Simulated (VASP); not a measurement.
# InSb (R-3m) in VASP: a series of runs, part 2 of 2

VASP 6.6.1. The steps go on from the part before.

## 3. Single point, PBE+D3(BJ)

This run uses another cell than the first one, of the same volume but with other edges.

The input, INCAR:

```
  ALGO = Fast
  EDIFF = 1E-6
  ENCUT = 520
  GGA = PE
  ISIF = 2
  ISMEAR = 0
  IVDW = 12
  LASPH = T
  LCHARG = F
  LREAL = F
  LWAVE = F
  NBANDS = 16
  NELM = 60
  PREC = Accurate
  SIGMA = 0.15
```

The input, KPOINTS:

```
k-points
0
Gamma
  14 14 14
```

The input, POSCAR:

```
InSb
1.0
    3.9347886632      0.7444194768      0.7444194768
    0.7444194768      3.9347886632      0.7444194768
    0.7444194768      0.7444194768      3.9347886632
In Sb
1 1
Direct
    0.0000000000      0.0000000000      0.0000000000
    0.5000000000      0.5000000000      0.5000000000
```

Potentials or basis: VASP PAW PBE potentials, release 64 (In_d, Sb).

On the command line:

```console
$ cat potpaw_PBE.64/In_d/POTCAR potpaw_PBE.64/Sb/POTCAR > POTCAR
$ mpirun -np 1 vasp_std > vasp.out
```

OUTCAR:

```text
EDIFF = 1E-6
   ENCUT = 520
   GGA = PE
   ISIF = 2
   ISMEAR = 0
   IVDW = 12
   LASPH = T
   LREAL = F
   NELM = 60
   PREC = Accurate
 IVDW          = 12

 ion  position               nearest neighbor table
   1  0.000  0.000  0.000-   2 3.04   2 3.04   2 3.04   2 3.04   2 3.04   2 3.04
   2  0.500  0.500  0.500-   1 3.04   1 3.04   1 3.04   1 3.04   1 3.04   1 3.04

  LATTYP: Found a trigonal (rhomboedric) cell.
 ALAT       =     4.0731907074
 COS(alpha) =     0.3865030675

  Lattice vectors:

 A1 = (   3.9347886632,   0.7444194768,   0.7444194768)
 A2 = (   0.7444194768,   3.9347886632,   0.7444194768)
 A3 = (   0.7444194768,   0.7444194768,   3.9347886632)

Analysis of symmetry for initial positions (statically):
=====================================================================
 Subroutine PRICEL returns:
 Original cell was already a primitive cell.

 Routine SETGRP: Setting up the symmetry group for a
 trigonal (rhombohedral) supercell.

 Subroutine GETGRP returns: Found 12 space group operations
 (whereof 12 operations were pure point group operations)
 out of a pool of 12 trial point group operations.

The static configuration has the point symmetry D_3d.

Analysis of symmetry for dynamics (positions and initial velocities):
=====================================================================
 Subroutine PRICEL returns:
 Original cell was already a primitive cell.

 Routine SETGRP: Setting up the symmetry group for a
 trigonal (rhombohedral) supercell.

 Subroutine GETGRP returns: Found 12 space group operations
 (whereof 12 operations were pure point group operations)
 out of a pool of 12 trial point group operations.

The dynamic configuration has the point symmetry D_3d.

 Subroutine INISYM returns: Found 12 space group operations
 (whereof 12 operations are pure point group operations),
 and found     1 'primitive' translations

[... 111 lines left out ...]
   IALGO  =     68    algorithm
   IMIX   =      4    mixing-type and parameters
     AMIX     =   0.40;   BMIX     =  1.00
     AMIX_MAG =   1.60;   BMIX_MAG =  1.00
  volume/ion in A,a.u.               =      27.60       186.27
  Fermi-wavevector in a.u.,A,eV,Ry     =   1.126787  2.129318 17.274616  1.269648
  Thomas-Fermi vector in A             =   2.263470
   LORBIT       =      0    0 simple, 1 ext, 2 COOP (PROOUT), +10 PAW based schemes
   GGA     = PE    functional components
   LHFCALC =     F    Hartree Fock is set to
   AEXX    =    0.0000 exact exchange contribution
   IVDW    =    12    specifies the selected vdW correction
   LEPSILON=     F    determine dielectric tensor
   LRPA    =     F    only Hartree local field effects (RPA)
 non-spin polarized calculation
 RMM-DIIS sequential band-by-band and
 Gauss-broadening in eV      SIGMA  =   0.15
  energy-cutoff  :      520.00
  volume of cell :       55.20
 maximum number of plane-waves:      1510
   NGX = 15   NGY = 15   NGZ = 15

 number of electron      17.9999994 magnetization

 Free energy of the ion-electron system (eV)
  ---------------------------------------------------
  ext. energy  EPLUGINS =         0.00000000
  ---------------------------------------------------
  free energy    TOTEN  =        -6.59241814 eV

  energy without entropy =       -6.57972425  energy(sigma->0) =       -6.58607119

 E-fermi :   7.2345     XC(G=0):  -9.9513

 val. band max:        7.2264285721   @ k =  -0.2143  -0.2857   0.1429
 cond. band min:       7.2461596937   @ k =  -0.2857   0.2143   0.0714
 fundamental gap:      0.0197311216
 Fermi energy:         7.2344639173

 k-point     1 :       0.0000    0.0000    0.0000
  band No.  band energies     occupation
      1      -7.2788      2.00000
      2      -7.2788      2.00000
      3      -7.2397      2.00000
      4      -7.2397      2.00000
      5      -7.2388      2.00000
      6      -4.0277      2.00000
[... 433 lines left out ...]
      3      -7.2510      2.00000
      4      -7.2270      2.00000
      5      -7.2206      2.00000
      6      -3.2080      2.00000
[... 8 lines left out ...]
     15      15.0594      0.00000
     16      16.8601      0.00000

 [... further k-points ...]

------------------------ aborting loop because EDIFF is reached ----------------------------------------

 Edisp (eV)   -0.82957

 E8    (eV) :    -0.4000

  FORCE on cell =-STRESS in cart. coord.  units (eV):
  Direction    XX          YY          ZZ          XY          YZ          ZX
  --------------------------------------------------------------------------------------
  -------------------------------------------------------------------------------------
  Total      -0.00710    -0.00710    -0.00710     0.37781     0.37781     0.37781
  in kB      -0.20602    -0.20602    -0.20602    10.96522    10.96522    10.96522
  external pressure =       -0.21 kB  Pullay stress =        0.00 kB

 VOLUME and BASIS-vectors are now :
 -----------------------------------------------------------------------------
  energy-cutoff  :      520.00
  volume of cell :       55.20
      direct lattice vectors                 reciprocal lattice vectors
     3.934788663  0.744419477  0.744419477     0.270421712 -0.043021636 -0.043021636
     0.744419477  3.934788663  0.744419477    -0.043021636  0.270421712 -0.043021636
     0.744419477  0.744419477  3.934788663    -0.043021636 -0.043021636  0.270421712

 POSITION                                       TOTAL-FORCE (eV/Angst)
 -----------------------------------------------------------------------------------
      0.00000      0.00000      0.00000         0.000000      0.000000      0.000000
      2.71181      2.71181      2.71181        -0.000000     -0.000000     -0.000000
 -----------------------------------------------------------------------------------
    total drift:                                0.000000     -0.000000     -0.000000

  FREE ENERGIE OF THE ION-ELECTRON SYSTEM (eV)
  ---------------------------------------------------
  free  energy   TOTEN  =        -7.4219912722 eV

  energy  without entropy=       -7.4092973790  energy(sigma->0) =       -7.41564433
```

OSZICAR:

```text
N       E                     dE             d eps       ncg     rms          rms(c)
DAV:   1     0.110460191155E+03    0.11046E+03   -0.80534E+03  9256   0.119E+03
DAV:   2    -0.105482465344E+00   -0.11057E+03   -0.10700E+03 10464   0.292E+02
DAV:   3    -0.647790780868E+01   -0.63724E+01   -0.63177E+01 11736   0.692E+01
DAV:   4    -0.664204092052E+01   -0.16413E+00   -0.16409E+00 11512   0.120E+01
DAV:   5    -0.664984452278E+01   -0.78036E-02   -0.78035E-02 13552   0.222E+00    0.343E+00
RMM:   6    -0.659553069745E+01    0.54314E-01   -0.86657E-02 11022   0.341E+00    0.193E+00
RMM:   7    -0.659237616836E+01    0.31545E-02   -0.29095E-02 10225   0.132E+00    0.533E-01
RMM:   8    -0.659224091227E+01    0.13526E-03   -0.42095E-03 11595   0.952E-01    0.707E-02
RMM:   9    -0.659236946693E+01   -0.12855E-03   -0.12542E-03 13741   0.344E-01    0.591E-02
RMM:  10    -0.659240064653E+01   -0.31180E-04   -0.39512E-04 14178   0.246E-01    0.443E-02
RMM:  11    -0.659241715058E+01   -0.16504E-04   -0.11074E-04 12358   0.110E-01    0.207E-02
RMM:  12    -0.659241581511E+01    0.13355E-05   -0.60663E-05 12356   0.106E-01    0.356E-03
RMM:  13    -0.659241783992E+01   -0.20248E-05   -0.22158E-05 13581   0.417E-02    0.228E-03
RMM:  14    -0.659241814066E+01   -0.30073E-06   -0.35746E-06  7096   0.171E-02
   1 F= -.74219913E+01 E0= -.74156443E+01  d E =-.126939E-01
```

It took 5.5 min on 1 thread of Oxide Virtual Turin-like, shared host; peak memory 0.35 GiB.

What came out:

```
Free energy                : -7.4220 eV
Pressure                   : 0.0 GPa
Band gap on the k mesh     : zero (bands 9 and 10 overlap by 2.30 eV)
Dispersion energy per atom : -0.415 eV
```

Levels at points of the mesh, in eV from the Fermi level:
```csv
k point,band 7,band 8,band 9,band 10,band 11,band 12
"(0.00, 0.00, 0.00)",-0.60,-0.60,-0.56,0.87,5.44,5.44
"(0.50, 0.00, 0.00)",-6.81,0.35,0.71,2.08,2.38,3.89
"(0.50, 0.50, 0.00)",-4.68,-3.41,-2.91,-1.46,3.34,7.65
"(0.50, 0.50, 0.50)",-5.99,-0.37,-0.37,1.11,1.55,1.55
```

Caveat: spin-orbit coupling is left out, which moves the levels of the heavy elements.

The gap in the log of VASP goes by the Fermi energy; the results here count the filled bands.